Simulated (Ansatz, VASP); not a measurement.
# Ti in VASP and in Ansatz

INCAR

```
SYSTEM = Ti
ALGO = Normal
EDIFF = 1E-6
ENCUT = 500
GGA = PE
GGA_COMPAT = .FALSE.
ISIF = 2
ISMEAR = 0
LASPH = .TRUE.
LCHARG = .FALSE.
LREAL = .FALSE.
LWAVE = .FALSE.
NBANDS = 12
NELM = 120
PREC = Accurate
SIGMA = 0.15
```

The input KPOINTS:

```
k-points
0
G
  14 14 14
  0 0 0
```

File POSCAR:

```
Ti
1.0
   -1.5097200000      1.5097200000      1.7722800000
    1.5097200000     -1.5097200000      1.7722800000
    1.5097200000      1.5097200000     -1.7722800000
Ti
1
Direct
    0.0000000000      0.0000000000      0.0000000000
```

Input for Ansatz:

```yaml
crystal:
  lattice:
    - [-1.50972, 1.50972, 1.77228]
    - [1.50972, -1.50972, 1.77228]
    - [1.50972, 1.50972, -1.77228]
  atoms:
    - { symbol: Ti, position: [0.0, 0.0, 0.0] }
basis:
  ecutwfc: 420
kpoints:
  mp_grid: { grid: [14, 14, 14] }
hamiltonian:
  xc: pbe
scf:
  occupations: { method: gaussian, width: 0.15 }
output:
  forces: true
  stress: true
  eigenvalues: true
```

Change from the starting cell: strain -0.080 along x and y, +0.080 along z, atoms carried along.

Alike in both runs: task single point; functional PBE; k mesh 14 × 14 × 14; occupations gaussian, width 0.15 eV; no spin polarisation.

```csv
,VASP,Ansatz
version,VASP 6.6.1,Ansatz 0.2.0
potentials or method,"VASP PAW PBE potentials, release 64 (Ti_sv), cutoff 500 eV","scalar-relativistic, plane waves, PAW"
valence electrons in the cell,12,12
```

|  | VASP | Ansatz | Ansatz less VASP |
| --- | --- | --- | --- |
| gap on the k mesh at the Fermi level (eV) | none | none | - |
| pressure (GPa) | 8.1 | 8.5 | +0.42 |
| traceless stress, the component that is largest in VASP (GPa) | 1.81 | 1.80 | -0.013 |

A gap of «none» marks a metal or a gap that the smearing closes.
